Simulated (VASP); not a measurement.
# Y (Fd-3m) in VASP: notebook, part 2 of 2

VASP 6.6.1. Earlier steps stand in the parts before.

### 6 Relaxation of cell and atoms, PBE, target pressure 20 GPa, at which the enthalpy is minimised

This run uses another cell than the first one, of 42.88 Å³/atom.

INCAR

```
SYSTEM = Y
  PREC = Accurate
  ENCUT = 500
  EDIFF = 1E-7
  ISMEAR = -1
  SIGMA = 0.1
  LREAL = .FALSE.
  LASPH = .TRUE.
  NELM = 120
  ALGO = Normal
  ISIF = 3
  LWAVE = .FALSE.
  LCHARG = .FALSE.
  GGA = PE
  IBRION = 2
  NSW = 80
  EDIFFG = -0.01
  PSTRESS = 200.0
  GGA_COMPAT = .FALSE.
  NELMIN = 4
```

KPOINTS

```
regular mesh
0
G
  6 6 6
  0 0 0
```

POSCAR

```
Y
1.0
    0.0000000000      3.5000000000      3.5000000000
    3.5000000000      0.0000000000      3.5000000000
    3.5000000000      3.5000000000      0.0000000000
Y
2
Direct
    1.0000000000      1.0000000000      1.0000000000
    0.2500000000      0.2500000000      0.2500000000
```

Potentials or basis: VASP PAW PBE potentials, release 64 (Y_sv).

Started as:

```console
$ cat potpaw_PBE.64/Y_sv/POTCAR > POTCAR
$ mpirun -np 1 vasp_std > vasp.out
```

OUTCAR:

```text
SYSTEM = Y
   PREC = Accurate
   ENCUT = 500
   EDIFF = 1E-7
   ISMEAR = -1
   LREAL = .FALSE.
   LASPH = .TRUE.
   NELM = 120
   ISIF = 3
   GGA = PE
   IBRION = 2
   NSW = 80
   EDIFFG = -0.01
   PSTRESS = 200.0
   NELMIN = 4

 ion  position               nearest neighbor table
   1  0.000  0.000  0.000-   2 3.03   2 3.03   2 3.03   2 3.03
   2  0.250  0.250  0.250-   1 3.03   1 3.03   1 3.03   1 3.03

  LATTYP: Found a face centered cubic cell.
 ALAT       =     7.0000000000

  Lattice vectors:

 A1 = (   0.0000000000,   3.5000000000,   3.5000000000)
 A2 = (   3.5000000000,   0.0000000000,   3.5000000000)
 A3 = (   3.5000000000,   3.5000000000,   0.0000000000)

Analysis of symmetry for initial positions (statically):
=====================================================================
 Subroutine PRICEL returns:
 Original cell was already a primitive cell.

 Routine SETGRP: Setting up the symmetry group for a
 face centered cubic supercell.

 Subroutine GETGRP returns: Found 48 space group operations
 (whereof 24 operations were pure point group operations)
 out of a pool of 48 trial point group operations.

The static configuration has the point symmetry T_d .
 The point group associated with its full space group is O_h .

Analysis of symmetry for dynamics (positions and initial velocities):
=====================================================================
 Subroutine PRICEL returns:
 Original cell was already a primitive cell.

 Routine SETGRP: Setting up the symmetry group for a
 face centered cubic supercell.

 Subroutine GETGRP returns: Found 48 space group operations
 (whereof 24 operations were pure point group operations)
 out of a pool of 48 trial point group operations.

The dynamic configuration has the point symmetry T_d .
 The point group associated with its full space group is O_h .

 Subroutine INISYM returns: Found 48 space group operations
 (whereof 24 operations are pure point group operations),
 and found     1 'primitive' translations

----------------------------------------------------------------------------------------

                                     Primitive cell
[... 94 lines left out ...]
   NUPDOWN=      -1.0000    fix difference up-down
   EMIN   =  10.00;   EMAX   =-10.00  energy-range for DOS
   EFERMI =   0.00;   METHOD = LEGACY
   ISMEAR =    -1;   SIGMA  =   0.10  broadening in eV -4-tet -1-fermi 0-gaus
   EFERMI_NEDOS =   21; number of points for ismear=-14 and -15
   IALGO  =     38    algorithm
   IMIX   =      4    mixing-type and parameters
     AMIX     =   0.40;   BMIX     =  1.00
     AMIX_MAG =   1.60;   BMIX_MAG =  1.00
  volume/ion in A,a.u.               =      42.88       289.33
  Fermi-wavevector in a.u.,A,eV,Ry     =   1.040250  1.965787 14.723134  1.082120
  Thomas-Fermi vector in A             =   2.174817
   LORBIT       =      0    0 simple, 1 ext, 2 COOP (PROOUT), +10 PAW based schemes
   GGA     = PE    functional components
   LHFCALC =     F    Hartree Fock is set to
   AEXX    =    0.0000 exact exchange contribution
   IVDW    =     0    specifies the selected vdW correction
   LEPSILON=     F    determine dielectric tensor
   LRPA    =     F    only Hartree local field effects (RPA)
 conjugate gradient relaxation of ions
 non-spin polarized calculation
  energy-cutoff  :      500.00
  volume of cell :       85.75
 maximum number of plane-waves:      2200
   NGX = 17   NGY = 17   NGZ = 17

--------------------------------------- Ionic step        1  -------------------------------------------

 number of electron      21.9999999 magnetization

 Free energy of the ion-electron system (eV)
  ---------------------------------------------------
  ext. energy  EPLUGINS =         0.00000000
  ---------------------------------------------------
  free energy    TOTEN  =        -8.98061304 eV

  energy without entropy =       -8.85318556  energy(sigma->0) =       -8.91689930

 E-fermi :   1.4161     XC(G=0):  -8.2423

 val. band max:        1.3891040440   @ k =   0.3333   0.3333   0.0000
 cond. band min:       1.4456991785   @ k =  -0.3333   0.3333   0.0000
 fundamental gap:      0.0565951344
 Fermi energy:         1.4160824817

 k-point     1 :       0.0000    0.0000    0.0000
  band No.  band energies     occupation
      1     -41.8597      2.00000
      2     -41.5657      2.00000
      3     -22.0617      2.00000
      4     -22.0617      2.00000
      5     -22.0617      2.00000
      6     -21.4375      2.00000
      7     -21.4375      2.00000
      8     -21.4375      2.00000
      9      -2.2332      2.00000
     10       1.3807      1.17515
     11       1.3807      1.17515
     12       1.8994      0.01579
     13       1.8994      0.01579
     14       1.8994      0.01579
[... 496 lines left out ...]
--------------------------------------- Ionic step        7  -------------------------------------------

 number of electron      22.0000000 magnetization

 Free energy of the ion-electron system (eV)
  ---------------------------------------------------
  ext. energy  EPLUGINS =         0.00000000
  ---------------------------------------------------
  free energy    TOTEN  =        -7.55664364 eV

  energy without entropy =       -7.50245607  energy(sigma->0) =       -7.52954985

 E-fermi :   4.8634     XC(G=0): -10.6391

 val. band max:        4.6779846788   @ k =   0.5000   0.3333   0.0000
 cond. band min:       4.8809629003   @ k =  -0.3333   0.1667   0.0000
 fundamental gap:      0.2029782215
 Fermi energy:         4.8634227927

 k-point     1 :       0.0000    0.0000    0.0000
  band No.  band energies     occupation
      1     -38.8876      2.00000
      2     -36.8664      2.00000
      3     -19.3408      2.00000
      4     -19.3408      2.00000
      5     -19.3408      2.00000
      6     -17.0048      2.00000
      7     -17.0048      2.00000
      8     -17.0048      2.00000
      9       0.5477      2.00000
     10       3.5939      1.99999
     11       3.5939      1.99999
     12       5.7203      0.00038
     13       5.7203      0.00038
     14       5.7203      0.00038
[... 302 lines left out ...]
  energy  without entropy=       -7.5024560671  energy(sigma->0) =       -7.52954985

  enthalpy is  TOTEN    =        -1.7344571483 eV   P V=        5.8221864891

 reached required accuracy - stopping structural energy minimisation
```

OSZICAR:

```text
N       E                     dE             d eps       ncg     rms          rms(c)
DAV:   1     0.897076804618E+02    0.89708E+02   -0.11061E+04   480   0.131E+03
DAV:   2    -0.247262569188E+01   -0.92180E+02   -0.91391E+02   613   0.279E+02
DAV:   3    -0.908907755599E+01   -0.66165E+01   -0.64664E+01   944   0.427E+01
[... 87 lines left out ...]
DAV:   2    -0.755666314307E+01    0.14345E-03   -0.30629E-04   628   0.131E-01    0.582E-02
DAV:   3    -0.755662937751E+01    0.33766E-04   -0.18727E-04   695   0.810E-02    0.233E-02
DAV:   4    -0.755663619682E+01   -0.68193E-05   -0.10280E-05   621   0.221E-02    0.120E-02
DAV:   5    -0.755664355376E+01   -0.73569E-05   -0.12513E-05   749   0.131E-02    0.500E-03
DAV:   6    -0.755664363742E+01   -0.83658E-07   -0.49832E-07   592   0.597E-03
   7 F= -.17344571E+01 E0= -.17073634E+01  d E =-.167452E-04
```

Run time: 1.9 min. Hardware: 1 thread of Intel Xeon Platinum 8488C (Sapphire Rapids), shared host; peak memory 0.23 GiB.

What came out:

```
Free energy                                                : -7.5566 eV
Relaxed volume                                             : 23.32 Å³/atom
Relaxed cell                                               : a = 4.040 Å, b = 4.040 Å, c = 4.040 Å, α = 60.00°, β = 60.00°, γ = 60.00°
Space group after relaxing (to 0.1 Å)                      : Fd-3m (No. 227)
Energy change on relaxing (the run minimises the enthalpy) : +712.0 meV/atom
Ionic steps                                                : 7
Pressure after relaxing                                    : 20.0 GPa
Band gap on the k mesh                                     : zero (bands 11 and 12 overlap by 1.41 eV)
```

The path:
| step | energy change (eV) | largest force (eV/Å) | pressure (GPa) | volume (Å³) |
| --- | --- | --- | --- | --- |
| 1 | 0.0000 | 0.0000 | 0.46 | 85.75 |
| 2 | 4.0878 | 0.0000 | 70.78 | 35.85 |
| 3 | 1.1724 | 0.0000 | 15.83 | 48.91 |
| 4 | 1.3255 | 0.0000 | 18.31 | 47.47 |
| 5 | 1.4309 | 0.0000 | 20.10 | 46.59 |
| 6 | 1.4188 | 0.0000 | 19.90 | 46.68 |
| 7 | 1.4240 | 0.0000 | 20.04 | 46.64 |

Final structure:
```cif
data_structure
_symmetry_space_group_name_H-M 'P 1'
_symmetry_Int_Tables_number 1
_cell_length_a 4.0404
_cell_length_b 4.0404
_cell_length_c 4.0404
_cell_angle_alpha 60.000
_cell_angle_beta 60.000
_cell_angle_gamma 60.000
_cell_volume 46.64
loop_
_atom_site_label
_atom_site_type_symbol
_atom_site_fract_x
_atom_site_fract_y
_atom_site_fract_z
_atom_site_occupancy
Y1 Y 0.00000 0.00000 0.00000 1
Y2 Y 0.25000 0.25000 0.25000 1
```

Caveat: the cell is relaxed towards a set pressure, so the run minimises the enthalpy, not the energy; the volume moved by over 15 % at a fixed basis, so the end points are rough.

### 7 The runs side by side

| task | cell | gap on the mesh (eV) | pressure (GPa) |
| --- | --- | --- | --- |
| single point | a = 5.025 Å, angles 60.0°, 2 atoms | none | 0.0 |
| relaxation of cell and atoms | relaxed from a = 4.950 Å, angles 60.0°, 2 atoms | none | 0.0 |
| relaxation of cell and atoms | relaxed to 5 GPa from a = 4.950 Å, angles 60.0°, 2 atoms | none | 5.0 |
| relaxation of cell and atoms | relaxed to 10 GPa from a = 4.950 Å, angles 60.0°, 2 atoms | none | 9.9 |
| relaxation of cell and atoms | relaxed to 20 GPa from a = 4.950 Å, angles 60.0°, 2 atoms | none | 20.0 |

Alike in all rows: level PBE; potentials or basis VASP PAW PBE potentials, release 64 (Y_sv); no spin polarisation; k mesh 6 × 6 × 6; cutoff (eV) 500; smearing fermi-dirac 0.1 eV.

Caveats: the cell is relaxed towards a set pressure, so the run minimises the enthalpy, not the energy (at least some runs); the volume moved by over 15 % at a fixed basis, so the end points are rough (at least some runs).

Absolute energies hang on the potentials; compare differences alone.
